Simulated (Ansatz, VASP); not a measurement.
## GdO in VASP and in Ansatz

File INCAR:

```
PREC = Accurate ; ENCUT = 520
EDIFF = 1E-6 ; ISMEAR = 0
SIGMA = 0.05 ; LREAL = False
LASPH = True ; NELM = 150
ALGO = Normal ; ISIF = 2
LWAVE = False ; LCHARG = True
ISPIN = 2 ; MAGMOM = 7.69 0.02
LORBIT = 11 ; LMAXMIX = 6
LDAU = True ; LDAUTYPE = 2
LDAUL = 3 -1 ; LDAUU = 6 0
LDAUJ = 0 0 ; LDAUPRINT = 1
GGA = PE ; IVDW = 13
LELF = True ; LVHAR = True
NBANDS = 23
```

KPOINTS

```
Automatic mesh
0
Gamma
  8 8 8
```

POSCAR

```
GdO
1.0
    0.0000000000      2.6427670397      2.6427670397
    2.6427670397      0.0000000000      2.6427670397
    2.6427670397      2.6427670397      0.0000000000
Gd O
1 1
Direct
    0.0000000000      0.0000000000      0.0000000000
    0.2500000000      0.2500000000      0.2500000000
```

Input for Ansatz:

```yaml
crystal:
  lattice:
    - [0.0, 2.6427670397, 2.6427670397]
    - [2.6427670397, 0.0, 2.6427670397]
    - [2.6427670397, 2.6427670397, 0.0]
  atoms:
    - { symbol: Gd, position: [0.0, 0.0, 0.0], spin: 7.7 }
    - { symbol: O, position: [0.25, 0.25, 0.25] }
basis:
  ecutwfc: 420
  ecutrho_ratio: 4
kpoints:
  mp_grid: { grid: [8, 8, 8] }
hamiltonian:
  xc: pbe
  dispersion: d4
  hubbard:
    sites:
      - { species: Gd, l: f, u_eff: 6.0, starting_ns: start.occupation_matrices }
    ns_hold: { iters: 6 }
scf:
  occupations: { method: gaussian, width: 0.05 }
  lower_state_search: "off"
output:
  forces: true
  stress: true
  eigenvalues: true
  populations: true
  hubbard: { sites: [{ species: Gd, l: f }] }
magnetization:
  spin_polarized: true
```

Alike in both runs: task single point; functional PBE; dispersion D4; k mesh 8 × 8 × 8; occupations gaussian, width 0.05 eV; collinear spin; Hubbard terms Gd f U = 6.0 eV.

|  | VASP | Ansatz |
| --- | --- | --- |
| version | VASP 6.6.1 | Ansatz 0.2.0 |
| potentials or method | VASP PAW PBE potentials, release 64 (Gd, O), cutoff 520 eV | scalar-relativistic, plane waves, PAW |
| valence electrons in the cell | 24 | 24 |

|  | VASP | Ansatz | Ansatz less VASP |
| --- | --- | --- | --- |
| gap on the k mesh at the Fermi level (eV) | none | none | - |
| pressure (GPa) | 4.7 | 4.6 | -0.08 |
| net moment per atom (μB) | 3.97 | 3.97 | 0.000 |
| size of the moment on the site where the two differ most (μB) | 7.08 | 7.00 | -0.082 |

Site moments also hang on the region over which each program counts them. The programs project onto different local orbitals, so the same U acts differently, and such runs can settle in different states. A gap of «none» marks a metal or a gap that the smearing closes. Ansatz's warnings: filled band counts differ across k points.

Neither program's run includes spin-orbit coupling.
